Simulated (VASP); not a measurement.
# Fe2O3 (R-3c) in VASP: single point with PBE+U

Aim: the single point of Fe2O3 with PBE+U.

Everything below comes from runs of VASP 6.6.1. Logs are shortened: lines on timing, memory, paths and dates and some standing lists are left out, and cuts for length are marked.

## 1. The cell of the first run

The structure is trigonal, space group R-3c (No. 167). Conventional cell: a = 5.104 Å, b = 5.104 Å, c = 13.942 Å, α = 90.00°, β = 90.00°, γ = 120.00°. Within 2.6 Å of Fe (site symmetry 3) lie 6 O at 1.97 to 2.14 Å. Within 3.1 Å of O (site symmetry 2) lie 4 Fe at 1.97 to 2.14 Å and 12 O at 2.70 to 3.08 Å.

## 2. Single point, PBE+U, collinear spin, antiferromagnetic start

Input file INCAR:

```
SYSTEM = Fe2O3
ALGO = Normal
EDIFF = 1E-6
ENCUT = 700
GGA = PE
GGA_COMPAT = .FALSE.
ISIF = 2
ISMEAR = 0
ISPIN = 2
LASPH = .TRUE.
LCHARG = .TRUE.
LDAU = .TRUE.
LDAUJ = 0 0
LDAUL = 2 -1
LDAUPRINT = 1
LDAUTYPE = 2
LDAUU = 4 0
LELF = .TRUE.
LMAXMIX = 4
LORBIT = 11
LREAL = .FALSE.
LVHAR = .TRUE.
LWAVE = .FALSE.
MAGMOM = 4.19 -4.19 4.19 -4.19 0 0 0 0 0 0
NBANDS = 65
NELM = 200
PREC = Accurate
SIGMA = 0.05
```

Input file KPOINTS:

```
k-points
0
G
  4 4 4
  0 0 0
```

Input file POSCAR:

```
Fe2O3
1.0
    2.5520436017      1.4734230604      4.6474544208
   -2.5520436017      1.4734230604      4.6474544208
    0.0000000000     -2.9468461208      4.6474544208
Fe O
4 6
Direct
    0.3553279774      0.3553279774      0.3553279774
    0.1446720235      0.1446720235      0.1446720235
    0.6446720226      0.6446720226      0.6446720226
    0.8553279765      0.8553279765      0.8553279765
    0.5555685575      0.9444314413      0.2500000012
    0.2500000012      0.5555685575      0.9444314413
    0.9444314413      0.2500000012      0.5555685575
    0.4444314425      0.0555685587      0.7499999988
    0.7499999988      0.4444314425      0.0555685587
    0.0555685587      0.7499999988      0.4444314425
```

Potentials or basis: VASP PAW PBE potentials, release 64 (Fe_sv, O).

On the command line:

```bash
cat potpaw_PBE.64/Fe_sv/POTCAR potpaw_PBE.64/O/POTCAR > POTCAR
mpirun -np 1 vasp_std > vasp.out
```

OUTCAR:

```text
SYSTEM = Fe2O3
   EDIFF = 1E-6
   ENCUT = 700
   GGA = PE
   ISIF = 2
   ISMEAR = 0
   ISPIN = 2
   LASPH = .TRUE.
   LORBIT = 11
   LREAL = .FALSE.
   NELM = 200
   PREC = Accurate

 ion  position               nearest neighbor table
   1  0.355  0.355  0.355-   9 1.97   8 1.97  10 1.97   7 2.14   6 2.14   5 2.14
   2  0.145  0.145  0.145-  10 1.97   8 1.97   9 1.97   7 2.14   6 2.14   5 2.14
   3  0.645  0.645  0.645-   6 1.97   5 1.97   7 1.97  10 2.14   9 2.14   8 2.14
   4  0.855  0.855  0.855-   7 1.97   5 1.97   6 1.97   9 2.14  10 2.14   8 2.14
   5  0.556  0.944  0.250-   3 1.97   4 1.97   2 2.14   1 2.14
   6  0.250  0.556  0.944-   3 1.97   4 1.97   2 2.14   1 2.14
   7  0.944  0.250  0.556-   3 1.97   4 1.97   2 2.14   1 2.14
   8  0.444  0.056  0.750-   1 1.97   2 1.97   4 2.14   3 2.14
   9  0.750  0.444  0.056-   1 1.97   2 1.97   4 2.14   3 2.14
  10  0.056  0.750  0.444-   1 1.97   2 1.97   4 2.14   3 2.14

  LATTYP: Found a trigonal (rhomboedric) cell.
 ALAT       =     5.5029750729
 COS(alpha) =     0.5698587582

  Lattice vectors:

 A1 = (   2.5520436017,   1.4734230604,   4.6474544208)
 A2 = (  -2.5520436017,   1.4734230604,   4.6474544208)
 A3 = (   0.0000000000,  -2.9468461208,   4.6474544208)

Analysis of symmetry for initial positions (statically):
=====================================================================
 Subroutine PRICEL returns:
 Original cell was already a primitive cell.

 Routine SETGRP: Setting up the symmetry group for a
 trigonal (rhombohedral) supercell.

 Subroutine GETGRP returns: Found 12 space group operations
 (whereof  6 operations were pure point group operations)
 out of a pool of 12 trial point group operations.

The static configuration has the point symmetry S_6 .
 The point group associated with its full space group is D_3d.

Analysis of symmetry for dynamics (positions and initial velocities):
=====================================================================
 Subroutine PRICEL returns:
 Original cell was already a primitive cell.

 Routine SETGRP: Setting up the symmetry group for a
 trigonal (rhombohedral) supercell.

 Subroutine GETGRP returns: Found 12 space group operations
 (whereof  6 operations were pure point group operations)
 out of a pool of 12 trial point group operations.

The dynamic configuration has the point symmetry S_6 .
 The point group associated with its full space group is D_3d.

Analysis of structural, dynamic, and magnetic symmetry:
=====================================================================
 Subroutine PRICEL returns:
 Original cell was already a primitive cell.

 Routine SETGRP: Setting up the symmetry group for a
 trigonal (rhombohedral) supercell.

 Subroutine GETGRP returns: Found 12 space group operations
 (whereof  6 operations were pure point group operations)
 out of a pool of 12 trial point group operations.

The overall configuration has the point symmetry S_6 .
 The point group associated with its full space group is D_3d.

 Subroutine INISYM returns: Found 12 space group operations
 (whereof  6 operations are pure point group operations),
 and found     1 'primitive' translations

----------------------------------------------------------------------------------------

                                     Primitive cell

  volume of cell :     104.8533

  direct lattice vectors                    reciprocal lattice vectors
     2.552043602  1.473423060  4.647454421     0.195921418  0.113115283  0.071723852
    -2.552043602  1.473423060  4.647454421    -0.195921418  0.113115283  0.071723852
     0.000000000 -2.946846121  4.647454421     0.000000000 -0.226230566  0.071723852

  length of vectors
     5.502975073  5.502975073  5.502975073     0.237328001  0.237328001  0.237328001
[... 112 lines left out ...]
   U (eV)           for each species LDAUU =   4.0  0.0
   J (eV)           for each species LDAUJ =   0.0  0.0
   GGA     = PE    functional components
   LHFCALC =     F    Hartree Fock is set to
   AEXX    =    0.0000 exact exchange contribution
   IVDW    =     0    specifies the selected vdW correction
   LEPSILON=     F    determine dielectric tensor
   LRPA    =     F    only Hartree local field effects (RPA)
 spin polarized calculation
 Gauss-broadening in eV      SIGMA  =   0.05
  energy-cutoff  :      700.00
  volume of cell :      104.85
 maximum number of plane-waves:      4434
   NGX = 23   NGY = 23   NGZ = 23

 number of electron     100.0000000 magnetization       0.0000000

atom =   1  type =  1  l = 2

 onsite density matrix

spin component  1
[... 116 lines left out ...]
  o =  0.0720  v =  0.0000  0.0000  1.0000 -0.0000  0.0000  0.0000  0.0000  0.0000  0.0000  0.0000      0.0000  0.0000  0.0000  0.0000  0.0000  0.0000  0.0000  0.0000  0.0000  0.0000
  o =  0.0726  v = -0.7672 -0.6274  0.0000  0.0001 -0.1336  0.0000  0.0000  0.0000  0.0000  0.0000      0.0000  0.0000  0.0000  0.0000  0.0000  0.0000  0.0000  0.0000  0.0000  0.0000
  o =  0.0726  v = -0.1336 -0.0001 -0.0000 -0.6274  0.7672  0.0000  0.0000  0.0000  0.0000  0.0000      0.0000  0.0000  0.0000  0.0000  0.0000  0.0000  0.0000  0.0000  0.0000  0.0000
  o =  0.1968  v = -0.6181  0.7787  0.0000 -0.0000 -0.1075  0.0000  0.0000  0.0000  0.0000  0.0000      0.0000  0.0000  0.0000  0.0000  0.0000  0.0000  0.0000  0.0000  0.0000  0.0000
  o =  0.1968  v =  0.1075 -0.0000  0.0000 -0.7787 -0.6181  0.0000  0.0000  0.0000  0.0000  0.0000      0.0000  0.0000  0.0000  0.0000  0.0000  0.0000  0.0000  0.0000  0.0000  0.0000
  o =  0.9198  v =  0.0000  0.0000  0.0000  0.0000  0.0000  0.8186  0.5546  0.0000  0.0000  0.1491      0.0000  0.0000  0.0000  0.0000  0.0000  0.0000  0.0000  0.0000  0.0000  0.0000
  o =  0.9198  v =  0.0000  0.0000  0.0000  0.0000  0.0000 -0.1491  0.0000  0.0000 -0.5546  0.8186      0.0000  0.0000  0.0000  0.0000  0.0000  0.0000  0.0000  0.0000  0.0000  0.0000
  o =  0.9213  v =  0.0000  0.0000  0.0000  0.0000  0.0000 -0.0000  0.0000 -1.0000 -0.0000  0.0000      0.0000  0.0000  0.0000  0.0000  0.0000  0.0000  0.0000  0.0000  0.0000  0.0000
  o =  0.9384  v =  0.0000  0.0000  0.0000  0.0000  0.0000 -0.5457  0.8321  0.0000  0.0000 -0.0994      0.0000  0.0000  0.0000  0.0000  0.0000  0.0000  0.0000  0.0000  0.0000  0.0000
  o =  0.9384  v =  0.0000  0.0000  0.0000  0.0000  0.0000  0.0994  0.0000  0.0000 -0.8321 -0.5457      0.0000  0.0000  0.0000  0.0000  0.0000  0.0000  0.0000  0.0000  0.0000  0.0000

 number of electron     100.0000003 magnetization      -0.0000000

 Free energy of the ion-electron system (eV)
  ---------------------------------------------------
  ext. energy  EPLUGINS =         0.00000000
  ---------------------------------------------------
  free energy    TOTEN  =       -68.11201593 eV

  energy without entropy =      -68.11201593  energy(sigma->0) =      -68.11201593

 E-fermi :   6.2092     XC(G=0): -11.6813

 val. band max:        5.8797221803   @ k =  -0.2500   0.2500   0.0000
 cond. band min:       8.0351656443   @ k =  -0.2500   0.2500   0.2500
 fundamental gap:      2.1554434640
 Fermi energy:         6.2091957338

 spin component 1

 k-point     1 :       0.0000    0.0000    0.0000
  band No.  band energies     occupation
      1     -84.8138      1.00000
      2     -84.8108      1.00000
      3     -79.8593      1.00000
      4     -79.8556      1.00000
      5     -50.8059      1.00000
      6     -50.8033      1.00000
[... 834 lines left out ...]
     61      13.1871      0.00000
     62      13.3684      0.00000
 Fermi energy:         6.2091957338

 spin component 2

 k-point     1 :       0.0000    0.0000    0.0000
  band No.  band energies     occupation
      1     -84.8138      1.00000
      2     -84.8108      1.00000
      3     -79.8593      1.00000
      4     -79.8556      1.00000
      5     -50.8059      1.00000
      6     -50.8033      1.00000
[... 834 lines left out ...]
     61      13.1871      0.00000
     62      13.3684      0.00000
 [bands above 62 left out]

------------------------ aborting loop because EDIFF is reached ----------------------------------------

  FORCE on cell =-STRESS in cart. coord.  units (eV):
  Direction    XX          YY          ZZ          XY          YZ          ZX
  --------------------------------------------------------------------------------------
  -------------------------------------------------------------------------------------
  Total       -1.5136409     -1.5136409     -1.3000161      0.0000000     -0.0000000      0.0000000
  in kB      -23.1287143    -23.1287143    -19.8644877      0.0000000     -0.0000000      0.0000000
  external PRESSURE =     -22.0406388 kB  Pullay stress =       0.0000000 kB

 VOLUME and BASIS-vectors are now :
 -----------------------------------------------------------------------------
  energy-cutoff  :      700.00
  volume of cell :      104.85
      direct lattice vectors                 reciprocal lattice vectors
     2.552043602  1.473423060  4.647454421     0.195921418  0.113115283  0.071723852
    -2.552043602  1.473423060  4.647454421    -0.195921418  0.113115283  0.071723852
     0.000000000 -2.946846121  4.647454421     0.000000000 -0.226230566  0.071723852

 POSITION                                       TOTAL-FORCE (eV/Angst)
 -----------------------------------------------------------------------------------
      0.00000      0.00000      4.95411        -0.000000      0.000000     -0.057953
      0.00000      0.00000      2.01707        -0.000000      0.000000      0.057953
      0.00000      0.00000      8.98825        -0.000000      0.000000      0.057953
      0.00000      0.00000     11.92529        -0.000000      0.000000     -0.057953
     -0.99240      1.47342      8.13305         0.022880      0.000000      0.000000
     -0.77982     -1.59615      8.13305        -0.011440      0.019815      0.000000
      1.77222      0.12273      8.13305        -0.011440     -0.019815      0.000000
      0.99240     -1.47342      5.80932        -0.022880      0.000000      0.000000
      0.77982      1.59615      5.80932         0.011440     -0.019815      0.000000
     -1.77222     -0.12273      5.80932         0.011440      0.019815      0.000000
 -----------------------------------------------------------------------------------
    total drift:                               -0.000000      0.000000     -0.000126

  FREE ENERGIE OF THE ION-ELECTRON SYSTEM (eV)
  ---------------------------------------------------
  free  energy   TOTEN  =       -68.1120159331 eV

  energy  without entropy=      -68.1120159331  energy(sigma->0) =      -68.11201593

 total charge

# of ion       s       p       d       tot
------------------------------------------
    1        2.138   6.034   5.228  13.400
    2        2.138   6.034   5.228  13.400
    3        2.138   6.034   5.228  13.400
    4        2.138   6.034   5.228  13.400
    5        1.559   3.467   0.000   5.026
    6        1.559   3.467   0.000   5.026
    7        1.559   3.467   0.000   5.026
    8        1.559   3.467   0.000   5.026
    9        1.559   3.467   0.000   5.026
   10        1.559   3.467   0.000   5.026
--------------------------------------------------
tot         17.906  44.936  20.911  83.753

 magnetization (x)

# of ion       s       p       d       tot
------------------------------------------
    1        0.011   0.012   4.018   4.040
    2       -0.011  -0.012  -4.018  -4.040
    3        0.011   0.012   4.018   4.040
    4       -0.011  -0.012  -4.018  -4.040
    5        0.000   0.000   0.000   0.000
    6        0.000   0.000   0.000   0.000
    7        0.000   0.000   0.000   0.000
    8        0.000   0.000   0.000   0.000
    9        0.000   0.000   0.000   0.000
   10        0.000   0.000   0.000   0.000
--------------------------------------------------
tot          0.000   0.000   0.000   0.000
```

Run time: 5.1 min. Hardware: 1 thread of Intel Xeon Platinum 8488C (Sapphire Rapids), shared host; peak memory 0.5 GiB.

What came out:

```
Free energy                                           : -68.1120 eV
Pressure                                              : -2.2 GPa
Largest force                                         : 0.058 eV/Å
Band gap on the k mesh                                : 2.16 eV (least direct gap 2.19 eV)
Net moment                                            : 0.00 μB per cell
Site moments                                          : Fe +4.04, -4.04 (each value once); O +0.00 μB
Valence electrons inside the program's atomic spheres : Fe 13.40; O 5.03
```

Forces on the atoms (eV/Å):
```
Fe   0.000  0.000 -0.058
Fe   0.000  0.000  0.058
Fe   0.000  0.000  0.058
Fe   0.000  0.000 -0.058
O    0.023  0.000  0.000
O   -0.011  0.020  0.000
O   -0.011 -0.020  0.000
O   -0.023  0.000  0.000
O    0.011 -0.020  0.000
O    0.011  0.020  0.000
```

Eigenvalues of the final occupation matrices:
| site | spin | trace | eigenvalues |
| --- | --- | --- | --- |
| site 1 d | 1 | 4.64 | 0.92 0.92 0.92 0.94 0.94 |
| site 1 d | 2 | 0.61 | 0.07 0.07 0.07 0.20 0.20 |
| site 2 d | 1 | 0.61 | 0.07 0.07 0.07 0.20 0.20 |
| site 2 d | 2 | 4.64 | 0.92 0.92 0.92 0.94 0.94 |
| site 3 d | 1 | 4.64 | 0.92 0.92 0.92 0.94 0.94 |
| site 3 d | 2 | 0.61 | 0.07 0.07 0.07 0.20 0.20 |
| site 4 d | 1 | 0.61 | 0.07 0.07 0.07 0.20 0.20 |
| site 4 d | 2 | 4.64 | 0.92 0.92 0.92 0.94 0.94 |

A k mesh can miss the band edges. The state reached can hang on the start; a lower one may exist.
